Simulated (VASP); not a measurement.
Set up this calculation in VASP 6.6.1, as the native input.

```
Task                   : single point
Functional             : PBE
Potentials or basis    : VASP PAW PBE potentials, release 64 (Hf_pv, Br)
Cutoff                 : 520 eV
k mesh                 : 8 × 8 × 8
Occupations            : gaussian, width 0.1 eV
Spin                   : no spin polarisation
Dipole correction      : no
Further INCAR settings : ALGO = Normal; EDIFF = 1e-06; NBANDS = 32
```

The structure of HfBr5 lies in POSCAR:

```
HfBr5
1.0
    0.0000000000      4.2698002844      4.2698002844
    4.2698002844      0.0000000000      4.2698002844
    4.2698002844      4.2698002844      0.0000000000
Hf Br
1 5
Direct
    0.0000000000      0.0000000000      0.0000000000
    0.3746146310      0.3746146310      0.8761561070
    0.3746146310      0.8761561070      0.3746146310
    0.8761561070      0.3746146310      0.3746146310
    0.3746146310      0.3746146310      0.3746146310
    0.7500000000      0.7500000000      0.7500000000
```

The input as run:

INCAR

```
SYSTEM = HfBr5
PREC = Accurate
ENCUT = 520
EDIFF = 1E-6
ISMEAR = 0
SIGMA = 0.1
LREAL = .FALSE.
LASPH = .TRUE.
NELM = 80
ALGO = Normal
ISIF = 2
LWAVE = .FALSE.
LCHARG = .FALSE.
GGA = PE
NBANDS = 32
```

KPOINTS

```
Automatic mesh
0
G
  8 8 8
  0 0 0
```

Potentials or basis: VASP PAW PBE potentials, release 64 (Hf_pv, Br).

Command:

```bash
$ cat potpaw_PBE.64/Hf_pv/POTCAR potpaw_PBE.64/Br/POTCAR > POTCAR
$ mpirun -np 1 vasp_std > vasp.out
```

It gave:

```
Pressure      : -0.1 GPa
Largest force : 0.009 eV/Å
```

Caveat: an odd number of electrons without spin polarisation forces a metal; a magnetic or distorted state may lie lower.

It took 4.2 min on 1 thread of Intel Xeon 6975P-C, on a shared host, peak memory 0.39 GiB.
